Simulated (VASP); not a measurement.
Wanted: the native input for a VASP 6.6.1 run.

```
Task                   : single point
Functional             : PBEsol
Potentials or basis    : VASP PAW PBE potentials, release 64 (Cd_sv_GW, F)
Cutoff                 : 600 eV
k mesh                 : 9 × 9 × 9
Occupations            : fermi-dirac, width 0.05 eV
Spin                   : no spin polarisation
Dipole correction      : no
Second run             : valence_matched
Further INCAR settings : ALGO = Normal; EDIFF = 1e-06; NBANDS = 24
```

The structure of CdF2 lies in POSCAR:

```
CdF2
1.0
    0.0000000000      2.5747267211      2.5747267211
    2.5747267211      0.0000000000      2.5747267211
    2.5747267211      2.5747267211      0.0000000000
Cd F
1 2
Direct
    0.0000000000      0.0000000000      0.0000000000
    0.7500000000      0.7500000000      0.7500000000
    0.2500000000      0.2500000000      0.2500000000
```

One way to write it, as run:

INCAR

```
SYSTEM = CdF2
PREC = Accurate ; ENCUT = 600
EDIFF = 1E-6 ; ISMEAR = -1
SIGMA = 0.05 ; LREAL = .FALSE.
LASPH = .TRUE. ; NELM = 120
ALGO = Normal ; ISIF = 2
LWAVE = .FALSE. ; LCHARG = .FALSE.
GGA = PS ; NBANDS = 24
GGA_COMPAT = .FALSE.
```

KPOINTS

```
regular mesh
0
G
  9 9 9
  0 0 0
```

Potentials or basis: VASP PAW PBE potentials, release 64 (Cd_sv_GW, F).

Command:

```bash
$ cat potpaw_PBE.64/Cd_sv_GW/POTCAR potpaw_PBE.64/F/POTCAR > POTCAR
$ mpirun -np 1 vasp_std > vasp.out
```

Results of the run:

* Pressure: 19.3 GPa
* Band gap on the k mesh: 3.42 eV, indirect (least direct gap 3.68 eV)

Caveat: the PAW data sets were made with another functional, which shifts forces and pressure a little.

It took 46 s on 1 thread of Intel(R) Xeon(R) Platinum 8259CL CPU @ 2.50GHz (Skylake/Cascade Lake), on a shared host, peak memory 0.2 GiB.
